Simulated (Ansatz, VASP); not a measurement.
**Two plane-wave programs on BaP**

Contents of INCAR:

```
PREC = Accurate
ENCUT = 600
EDIFF = 1E-6
ISMEAR = 0
SIGMA = 0.1
LREAL = F
LASPH = T
NELM = 100
ALGO = Normal
ISIF = 3
LWAVE = F
LCHARG = F
GGA = PE
IBRION = 2
NSW = 90
EDIFFG = -0.04
```

KPOINTS

```
regular mesh
0
Gamma
  6 6 4
```

Contents of POSCAR:

```
BaP
1.0
    5.0281023100      0.0000000000      0.0000000000
   -2.5140511500      4.3544643300      0.0000000000
    0.0000000000      0.0000000000      5.1172822900
Ba P
1 1
Direct
    0.0000000000      0.0000000000      0.0000000000
    0.0000000000      0.0000000000      0.5000000000
```

Input for Ansatz:

```yaml
crystal:
  lattice:
    - [5.02810231, 0.0, 0.0]
    - [-2.51405115, 4.35446433, 0.0]
    - [0.0, 0.0, 5.11728229]
  atoms:
    - { symbol: Ba, position: [0.0, 0.0, 0.0] }
    - { symbol: P, position: [0.0, 0.0, 0.5] }
basis:
  ecutwfc: 420
kpoints:
  mp_grid: { grid: [6, 6, 4] }
hamiltonian:
  xc: pbe
scf:
  occupations: { method: gaussian, width: 0.1 }
  lower_state_search: "off"
output:
  forces: true
  stress: true
  eigenvalues: true
relax:
  adjacent_minimum: "off"
  f_tol: 0.04
  max_steps: 70
  cell: { stress_tol: 0.4 }
```

Alike in both runs: task relaxation of cell and atoms; functional PBE; k mesh 6 × 6 × 4; occupations gaussian, width 0.1 eV; no spin polarisation.

|  | VASP | Ansatz |
| --- | --- | --- |
| version | VASP 6.6.1 | Ansatz 0.2.0 |
| potentials or method | VASP PAW PBE potentials, release 64 (Ba_sv, P), cutoff 600 eV | scalar-relativistic, plane waves, PAW |
| valence electrons in the cell | 15 | 15 |

VASP gave:

- gap on the k mesh at the Fermi level, each at its own relaxed structure (eV): none
- relaxed volume (Å³/atom): 149.27
- relaxed length of the cell vector where the two differ most in proportion (Å): 7.766

Task: What did Ansatz give for the same quantities?

Result: gap on the k mesh at the Fermi level, each at its own relaxed structure (eV): none; relaxed volume (Å³/atom): 86.49; relaxed length of the cell vector where the two differ most in proportion (Å): 5.951.

A gap of «none» marks a metal or a gap that the smearing closes. One of these differences is far larger than is usual between the two programs; its cause wasn't traced.

Spin-orbit coupling is off throughout. Noted on VASP's run: the volume moved by over 15 % at a fixed basis, so the end points are rough.
